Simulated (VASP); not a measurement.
# Si4Cl (Cmmm) in VASP: a series of runs

Si4Cl is run at these levels: PBE; tasks: single point, relaxation of cell and atoms.

Everything below comes from runs of VASP 6.6.1. Logs are shortened: lines on timing, memory, paths and dates and some standing lists are left out, and cuts for length are marked.

## (1) The cell of the first run

The structure is orthorhombic, space group Cmmm (No. 65). The conventional cell has a = 7.156 Å, b = 7.613 Å, c = 3.184 Å, α = 90.00°, β = 90.00°, γ = 90.00°. Si (site symmetry 2mm) has 1 Cl at 2.00 Å within 2.7 Å. Within 3.0 Å of Si (site symmetry m2m) lie 2 Cl at 2.11 Å and 5 Si at 2.76 to 2.91 Å. Within 2.7 Å of Cl (site symmetry mmm) lie 6 Si at 2.00 to 2.11 Å.

The cell was built from a structure type or drawn by symmetry, and may not be a known phase.

## (2) Single point, PBE

Contents of INCAR:

```
PREC = Accurate
ENCUT = 520
EDIFF = 1E-6
ISMEAR = 0
SIGMA = 0.1
LREAL = False
LASPH = True
NELM = 80
ALGO = Normal
ISIF = 2
LWAVE = False
LCHARG = False
GGA = PE
NBANDS = 20
```

Contents of KPOINTS:

```
regular mesh
0
Gamma
  4 4 6
```

Contents of POSCAR:

```
Si4Cl
1.0
    3.5782451100     -3.8064745700      0.0000000000
    3.5782451100      3.8064745700      0.0000000000
    0.0000000000      0.0000000000      3.1837804900
Si Cl
4 1
Direct
    0.2796676500      0.2796676500      0.0000000000
    0.1815461400      0.8184538600      0.5000000000
    0.8184538600      0.1815461400      0.5000000000
    0.7203323500      0.7203323500      0.0000000000
    0.0000000000      0.0000000000      0.0000000000
```

Potentials or basis: VASP PAW PBE potentials, release 64 (Si, Cl).

Started as:

```
cat potpaw_PBE.64/Si/POTCAR potpaw_PBE.64/Cl/POTCAR > POTCAR
mpirun -np 1 vasp_std > vasp.out
```

OUTCAR:

```text
PREC = Accurate
   ENCUT = 520
   EDIFF = 1E-6
   ISMEAR = 0
   LREAL = False
   LASPH = True
   NELM = 80
   ISIF = 2
   GGA = PE

 ion  position               nearest neighbor table
   1  0.280  0.280  0.000-   5 2.00   3 2.91   2 2.91   2 2.91   3 2.91
   2  0.182  0.818  0.500-   5 2.11   5 2.11   3 2.76   1 2.91   1 2.91   4 2.91   4 2.91
   3  0.818  0.182  0.500-   5 2.11   5 2.11   2 2.76   1 2.91   1 2.91   4 2.91   4 2.91
   4  0.720  0.720  0.000-   5 2.00   3 2.91   2 2.91   2 2.91   3 2.91
   5  0.000  0.000  0.000-   1 2.00   4 2.00   3 2.11   2 2.11   2 2.11   3 2.11

  LATTYP: Found a base centered orthorhombic cell.
 ALAT       =     7.1564902200
 B/A-ratio  =     1.0637825115
 C/A-ratio  =     0.4448801566

  Lattice vectors:

 A1 = (   3.5782451100,  -3.8064745700,   0.0000000000)
 A2 = (   3.5782451100,   3.8064745700,   0.0000000000)
 A3 = (   0.0000000000,   0.0000000000,   3.1837804900)

Analysis of symmetry for initial positions (statically):
=====================================================================
 Subroutine PRICEL returns:
 Original cell was already a primitive cell.

 Routine SETGRP: Setting up the symmetry group for a
 base centered orthorhombic supercell.

 Subroutine GETGRP returns: Found  8 space group operations
 (whereof  8 operations were pure point group operations)
 out of a pool of  8 trial point group operations.

The static configuration has the point symmetry D_2h.

Analysis of symmetry for dynamics (positions and initial velocities):
=====================================================================
 Subroutine PRICEL returns:
 Original cell was already a primitive cell.

 Routine SETGRP: Setting up the symmetry group for a
 base centered orthorhombic supercell.

 Subroutine GETGRP returns: Found  8 space group operations
 (whereof  8 operations were pure point group operations)
 out of a pool of  8 trial point group operations.

The dynamic configuration has the point symmetry D_2h.

 Subroutine INISYM returns: Found  8 space group operations
 (whereof  8 operations are pure point group operations),
 and found     1 'primitive' translations

----------------------------------------------------------------------------------------

                                     Primitive cell

  volume of cell :      86.7294

  direct lattice vectors                    reciprocal lattice vectors
     3.578245110 -3.806474570  0.000000000     0.139733301 -0.131355140  0.000000000
     3.578245110  3.806474570  0.000000000     0.139733301  0.131355140  0.000000000
     0.000000000  0.000000000  3.183780490     0.000000000  0.000000000  0.314092006

  length of vectors
     5.224278584  5.224278584  3.183780490     0.191779999  0.191779999  0.314092006

  position of ions in fractional coordinates (direct lattice)
     0.279667650  0.279667650  0.000000000
     0.181546140  0.818453860  0.500000000
     0.818453860  0.181546140  0.500000000
     0.720332350  0.720332350  0.000000000
     0.000000000  0.000000000  0.000000000

  ion indices of the primitive-cell ions
   primitive index   ion index
                 1           1
                 2           2
                 3           3
                 4           4
                 5           5

----------------------------------------------------------------------------------------

 KPOINTS: regular mesh

Automatic generation of k-mesh.
 Grid dimensions read from file:
 generate k-points for:    4    4    6

 Generating k-lattice:

  Cartesian coordinates                     Fractional coordinates (reciprocal lattice)
     0.034933325 -0.032838785  0.000000000     0.250000000  0.000000000  0.000000000
     0.034933325  0.032838785  0.000000000     0.000000000  0.250000000  0.000000000
     0.000000000  0.000000000  0.052348668     0.000000000  0.000000000  0.166666667

  Length of vectors
     0.047945000  0.047945000  0.052348668

  Shift w.r.t. Gamma in fractional coordinates (k-lattice)
     0.000000000  0.000000000  0.000000000

 Subroutine IBZKPT returns following result:
 ===========================================

 Found     28 irreducible k-points:

 Following reciprocal coordinates:
            Coordinates               Weight
  0.000000  0.000000  0.000000      1.000000
  0.250000 -0.000000  0.000000      4.000000
  0.500000 -0.000000  0.000000      2.000000
  0.250000  0.250000  0.000000      2.000000
  0.500000  0.250000  0.000000      4.000000
 -0.250000  0.250000  0.000000      2.000000
[... 16 lines left out ...]
  0.250000 -0.000000  0.500000      4.000000
  0.500000 -0.000000  0.500000      2.000000
 [... further k-points ...]
   k-points           NKPTS =     28   k-points in BZ     NKDIM =     28   number of bands    NBANDS=     20
   number of dos      NEDOS =    301   number of ions     NIONS =      5
   total plane-waves  NPLWV =  38400
   dimension x,y,z NGX =    40 NGY =   40 NGZ =   24
[... 34 lines left out ...]
     AMIX_MAG =   1.60;   BMIX_MAG =  1.00
  volume/ion in A,a.u.               =      17.35       117.06
  Fermi-wavevector in a.u.,A,eV,Ry     =   1.051789  1.987594 15.051590  1.106261
  Thomas-Fermi vector in A             =   2.186846
   LORBIT       =      0    0 simple, 1 ext, 2 COOP (PROOUT), +10 PAW based schemes
   GGA     = PE    functional components
   LHFCALC =     F    Hartree Fock is set to
   AEXX    =    0.0000 exact exchange contribution
   IVDW    =     0    specifies the selected vdW correction
   LEPSILON=     F    determine dielectric tensor
   LRPA    =     F    only Hartree local field effects (RPA)
 non-spin polarized calculation
 Gauss-broadening in eV      SIGMA  =   0.10
  energy-cutoff  :      520.00
  volume of cell :       86.73
 maximum number of plane-waves:      2354
 NGX is ok and might be reduce to    40
   NGX = 19   NGY = 19   NGZ = 11

 number of electron      23.0000000 magnetization

 Free energy of the ion-electron system (eV)
  ---------------------------------------------------
  ext. energy  EPLUGINS =         0.00000000
  ---------------------------------------------------
  free energy    TOTEN  =       -12.51163892 eV

  energy without entropy =      -12.49690845  energy(sigma->0) =      -12.50427368

 E-fermi :   7.8104     XC(G=0): -10.2655

 val. band max:        7.7808190493   @ k =   0.2500   0.2500   0.5000
 cond. band min:       7.8114194994   @ k =   0.2500   0.2500   0.5000
 fundamental gap:      0.0306004502
 Fermi energy:         7.8103986652

 k-point     1 :       0.0000    0.0000    0.0000
  band No.  band energies     occupation
      1     -14.8401      2.00000
      2      -5.0496      2.00000
      3      -4.3877      2.00000
      4      -1.7387      2.00000
      5      -1.4012      2.00000
      6       2.7119      2.00000
[... 12 lines left out ...]
     19      14.6812      0.00000
     20      14.7054      0.00000

 k-point     2 :       0.2500   -0.0000    0.0000
  band No.  band energies     occupation
      1     -14.8325      2.00000
      2      -5.1810      2.00000
      3      -4.4753      2.00000
      4      -1.7337      2.00000
      5      -0.7740      2.00000
      6       2.1040      2.00000
[... 12 lines left out ...]
     19      14.3006      0.00000
     20      14.5731      0.00000

 k-point     3 :       0.5000   -0.0000    0.0000
  band No.  band energies     occupation
      1     -14.8248      2.00000
      2      -5.3281      2.00000
      3      -4.5039      2.00000
      4      -1.7287      2.00000
      5       0.3745      2.00000
      6       0.8106      2.00000
[... 12 lines left out ...]
     19      13.8112      0.00000
     20      14.1606      0.00000

 k-point     4 :       0.2500    0.2500    0.0000
  band No.  band energies     occupation
      1     -14.8249      2.00000
      2      -5.2598      2.00000
      3      -4.5791      2.00000
      4      -1.7288      2.00000
      5      -0.1304      2.00000
      6       1.1943      2.00000
[... 429 lines left out ...]
 k-point    23 :       0.2500   -0.0000    0.5000
  band No.  band energies     occupation
      1     -13.9149      2.00000
      2      -6.2714      2.00000
      3      -4.1978      2.00000
      4      -3.0189      2.00000
      5       1.3910      2.00000
      6       1.9203      2.00000
[... 12 lines left out ...]
     19      13.0426      0.00000
     20      13.9508      0.00000

 k-point    24 :       0.5000   -0.0000    0.5000
  band No.  band energies     occupation
      1     -13.9102      2.00000
      2      -6.2461      2.00000
      3      -4.2597      2.00000
      4      -3.0572      2.00000
      5       1.0182      2.00000
      6       3.0654      2.00000
[... 12 lines left out ...]
     19      13.1549      0.00000
     20      13.2027      0.00000

 [... further k-points ...]

------------------------ aborting loop because EDIFF is reached ----------------------------------------

  FORCE on cell =-STRESS in cart. coord.  units (eV):
  Direction    XX          YY          ZZ          XY          YZ          ZX
  --------------------------------------------------------------------------------------
  -------------------------------------------------------------------------------------
  Total       15.1698305      7.5589662     16.0834388      0.0000000      0.0000000      0.0000000
  in kB      280.2368096    139.6390390    297.1141673      0.0000000      0.0000000      0.0000000
  external PRESSURE =     238.9966720 kB  Pullay stress =       0.0000000 kB

 VOLUME and BASIS-vectors are now :
 -----------------------------------------------------------------------------
  energy-cutoff  :      520.00
  volume of cell :       86.73
      direct lattice vectors                 reciprocal lattice vectors
     3.578245110 -3.806474570  0.000000000     0.139733301 -0.131355140  0.000000000
     3.578245110  3.806474570  0.000000000     0.139733301  0.131355140  0.000000000
     0.000000000  0.000000000  3.183780490     0.000000000  0.000000000  0.314092006

 POSITION                                       TOTAL-FORCE (eV/Angst)
 -----------------------------------------------------------------------------------
      2.00144      0.00000      0.00000         4.871075      0.000000     -0.000000
      3.57825      2.42437      1.59189        -0.000000     -4.419028     -0.000000
      3.57825     -2.42437      1.59189        -0.000000      4.419028      0.000000
      5.15505      0.00000      0.00000        -4.871075      0.000000     -0.000000
      0.00000      0.00000      0.00000        -0.000000      0.000000     -0.000000
 -----------------------------------------------------------------------------------
    total drift:                               -0.000000     -0.000000     -0.000000

  FREE ENERGIE OF THE ION-ELECTRON SYSTEM (eV)
  ---------------------------------------------------
  free  energy   TOTEN  =       -12.5116389155 eV

  energy  without entropy=      -12.4969084502  energy(sigma->0) =      -12.50427368
```

Run time: 24 s. Hardware: 1 thread of Intel Xeon 6975P-C (Granite Rapids), shared host; peak memory 0.19 GiB.

Results:

- Free energy: -12.5116 eV
- Pressure: 23.9 GPa
- Largest force: 4.871 eV/Å
- Band gap on the k mesh: zero (an odd number of electrons rules out a gap without spin polarisation)

Forces in eV/Å, atoms in the order of the input:
```
Si   4.871  0.000  0.000
Si   0.000 -4.419  0.000
Si   0.000  4.419  0.000
Si  -4.871  0.000  0.000
Cl   0.000  0.000  0.000
```

Caveat: the cell stands under pressure; an odd number of electrons without spin polarisation forces a metal; a magnetic or distorted state may lie lower.

## (3) Single point, PBE

This run uses another cell than the first one, of 24.65 Å³/atom.

Contents of INCAR:

```
PREC = Accurate
ENCUT = 520
EDIFF = 1E-7
ISMEAR = 0
SIGMA = 0.1
LREAL = F
LASPH = T
NELM = 60
ALGO = Normal
ISIF = 2
LWAVE = F
LCHARG = F
GGA = PE
NBANDS = 20
```

Contents of KPOINTS:

```
Automatic mesh
0
Gamma
  4 4 6
```

Contents of POSCAR:

```
Si4Cl
1.0
    3.8182015431     -4.9500455381      0.0000000000
    3.8182015431      4.9500455381      0.0000000000
    0.0000000000      0.0000000000      3.2599157740
Si Cl
4 1
Direct
    0.3180493633      0.3180493633      0.0000000000
    0.3681322827      0.6318677173      0.5000000000
    0.6318677173      0.3681322827      0.5000000000
    0.6819506367      0.6819506367      0.0000000000
    0.0000000000      0.0000000000      0.0000000000
```

Potentials or basis: VASP PAW PBE potentials, release 64 (Si, Cl).

Started as:

```
cat potpaw_PBE.64/Si/POTCAR potpaw_PBE.64/Cl/POTCAR > POTCAR
mpirun -np 1 vasp_std > vasp.out
```

Wall time 41 s (1 thread of Intel Xeon 6975P-C (Granite Rapids), shared host); peak memory 0.24 GiB.

Results (log left out):

- Free energy: -21.4026 eV
- Pressure: 0.0 GPa
- Largest force: 0.013 eV/Å
- Band gap on the k mesh: zero (an odd number of electrons rules out a gap without spin polarisation)

Forces on the atoms (eV/Å):
```
Si   0.012  0.000  0.000
Si   0.000 -0.013  0.000
Si   0.000  0.013  0.000
Si  -0.012  0.000  0.000
Cl   0.000  0.000  0.000
```

Levels at points of the mesh, in eV from the Fermi level:
```tsv
k point	band 7	band 8	band 9	band 10	band 11	band 12	band 13	band 14	band 15	band 16
(0.00, 0.00, 0.00)	-3.32	-3.21	-2.88	-2.39	-0.84	1.26	1.91	3.07	3.68	4.10
(0.50, 0.00, 0.00)	-2.54	-2.35	-2.26	-0.94	0.25	0.73	1.23	1.95	2.29	3.34
(0.50, 0.50, 0.00)	-3.25	-2.37	-2.35	-2.21	-0.83	1.23	1.96	2.35	3.01	3.47
(0.00, 0.00, 0.50)	-4.35	-3.91	-3.49	-2.91	-1.23	-0.94	-0.14	0.04	1.80	2.38
(0.50, 0.00, 0.50)	-4.95	-4.01	-3.66	-3.62	-1.18	0.49	0.57	1.31	2.17	2.48
(0.50, 0.50, 0.50)	-4.51	-4.48	-3.08	-2.94	-0.94	-0.74	0.51	0.94	2.55	2.67
```

Caveat: an odd number of electrons without spin polarisation forces a metal; a magnetic or distorted state may lie lower.

## (4) Relaxation of cell and atoms, PBE

Contents of INCAR:

```
SYSTEM = Si4Cl
PREC = Accurate
ENCUT = 600
EDIFF = 1E-7
ISMEAR = 0
SIGMA = 0.1
LREAL = .False.
LASPH = .True.
NELM = 80
ALGO = Normal
ISIF = 3
LWAVE = .False.
LCHARG = .False.
GGA = PE
IBRION = 2
NSW = 90
EDIFFG = -0.04
```

Contents of KPOINTS:

```
regular mesh
0
Gamma
  4 4 6
  0 0 0
```

Contents of POSCAR:

```
Si4Cl
1.0
    3.5782451100     -3.8064745700      0.0000000000
    3.5782451100      3.8064745700      0.0000000000
    0.0000000000      0.0000000000      3.1837804900
Si Cl
4 1
Direct
    0.2796676500      0.2796676500      0.0000000000
    0.1815461400      0.8184538600      0.5000000000
    0.8184538600      0.1815461400      0.5000000000
    0.7203323500      0.7203323500      0.0000000000
    0.0000000000      0.0000000000      0.0000000000
```

Started as:

```
cat potpaw_PBE.64/Si/POTCAR potpaw_PBE.64/Cl/POTCAR > POTCAR
mpirun -np 1 vasp_std > vasp.out
```

It took 15 min on 1 thread of Intel Xeon 6975P-C (Granite Rapids), shared host; peak memory 0.23 GiB.

It converged, with:

* Free energy: -21.3329 eV
* Relaxed volume: 22.98 Å³/atom
* Relaxed cell: a = 6.156 Å, b = 6.156 Å, c = 3.076 Å, α = 90.00°, β = 90.00°, γ = 99.72°
* Space group after relaxing (to 0.1 Å): Cmmm (No. 65)
* Energy gained by relaxing: 1764.0 meV/atom
* Ionic steps: 41
* Pressure after relaxing: 0.0 GPa
* Largest force after relaxing: 0.011 eV/Å
* Band gap on the k mesh: zero (an odd number of electrons rules out a gap without spin polarisation)

Forces on the atoms (eV/Å):
```
Si   0.011  0.000  0.000
Si   0.000 -0.008  0.000
Si   0.000  0.008  0.000
Si  -0.011  0.000  0.000
Cl   0.000  0.000  0.000
```

Stress tensor (GPa, compression positive):
```
-0.13  0.00  0.00
 0.00  0.14  0.00
 0.00  0.00  0.07
```

The path:
```tsv
step	energy change (eV)	largest force (eV/Å)	pressure (GPa)	volume (Å³)
1	0.0000	4.8706	23.91	86.73
3	-3.7691	1.9653	-4.83	124.83
5	-6.6577	3.8645	9.22	89.90
7	-6.8355	2.4089	2.82	94.84
9	-7.3778	2.3662	5.48	93.65
11	-7.9540	0.6619	1.40	101.20
13	-8.0331	0.6512	-1.78	110.18
15	-8.3154	0.3290	-1.15	106.65
17	-8.3636	0.4598	-0.91	106.18
19	-8.5390	0.1381	-0.21	105.20
21	-8.5615	0.2449	0.04	104.76
23	-8.6295	0.2636	0.28	104.70
25	-8.6523	0.3552	-0.39	106.12
27	-8.6873	0.3018	-0.42	106.51
29	-8.7407	0.2465	0.57	108.06
31	-8.7880	0.1423	0.35	107.77
33	-8.7986	0.1446	0.41	108.87
35	-8.8147	0.0855	-0.33	114.29
37	-8.8174	0.0547	-0.07	113.85
39	-8.8191	0.0492	0.12	114.42
41	-8.8200	0.0114	0.03	114.90
```

Final structure:
```yaml
crystal:
  lattice:
    - [3.96863, -4.70588, 0.00000]
    - [3.96863, 4.70588, 0.00000]
    - [0.00000, 0.00000, 3.07626]
  atoms:
    - { symbol: Si, position: [0.31171, 0.31171, 0.00000] }
    - { symbol: Si, position: [0.35769, 0.64231, 0.50000] }
    - { symbol: Si, position: [0.64231, 0.35769, 0.50000] }
    - { symbol: Si, position: [0.68829, 0.68829, 0.00000] }
    - { symbol: Cl, position: [0.00000, 0.00000, 0.00000] }
```

Levels at points of the mesh, in eV from the Fermi level:
| k point | band 8 | band 9 | band 10 | band 11 | band 12 | band 13 | band 14 | band 15 |
| --- | --- | --- | --- | --- | --- | --- | --- | --- |
| (0.00, 0.00, 0.00) | -3.77 | -3.42 | -1.68 | 0.62 | 1.10 | 3.17 | 3.42 | 4.07 |
| (0.50, 0.00, 0.00) | -2.42 | -1.66 | -0.47 | 0.21 | 0.57 | 0.64 | 1.65 | 3.50 |
| (0.50, 0.50, 0.00) | -2.69 | -2.48 | -1.66 | 0.64 | 1.24 | 1.92 | 2.67 | 3.71 |
| (0.00, 0.00, 0.50) | -3.86 | -3.36 | -3.05 | -1.12 | -1.04 | -0.30 | -0.10 | 1.69 |
| (0.50, 0.00, 0.50) | -4.01 | -3.94 | -3.45 | -1.15 | 0.22 | 0.44 | 1.03 | 1.65 |
| (0.50, 0.50, 0.50) | -4.52 | -3.07 | -2.87 | -1.14 | -0.66 | 0.58 | 0.95 | 1.91 |

Caveat: the volume moved by over 15 % at a fixed basis, so the end points are rough; an odd number of electrons without spin polarisation forces a metal; a magnetic or distorted state may lie lower.

## (5) Summary

| task | cell | cutoff (eV) | gap on the mesh (eV) | pressure (GPa) | largest force (eV/Å) |
| --- | --- | --- | --- | --- | --- |
| single point | a = 5.224, b = 5.224, c = 3.184 Å, angles 90.0, 90.0, 93.5°, 5 atoms, atomic positions A | 520 | none | 23.9 | 4.87 |
| single point | a = 6.252, b = 6.252, c = 3.260 Å, angles 90.0, 90.0, 104.7°, 5 atoms, atomic positions B | 520 | none | 0.0 | 0.01 |
| relaxation of cell and atoms | relaxed from a = 5.224, b = 5.224, c = 3.184 Å, angles 90.0, 90.0, 93.5°, 5 atoms, atomic positions A | 600 | none | 0.0 | 0.01 |

Alike in all rows: level PBE; potentials or basis VASP PAW PBE potentials, release 64 (Si, Cl); no spin polarisation; k mesh 4 × 4 × 6; smearing gaussian 0.1 eV.

Caveats: an odd number of electrons without spin polarisation forces a metal; a magnetic or distorted state may lie lower; the cell stands under pressure (at least some runs); the volume moved by over 15 % at a fixed basis, so the end points are rough (at least some runs).

Total energies depend on the potentials used, so only differences within one code and one set of settings carry meaning.
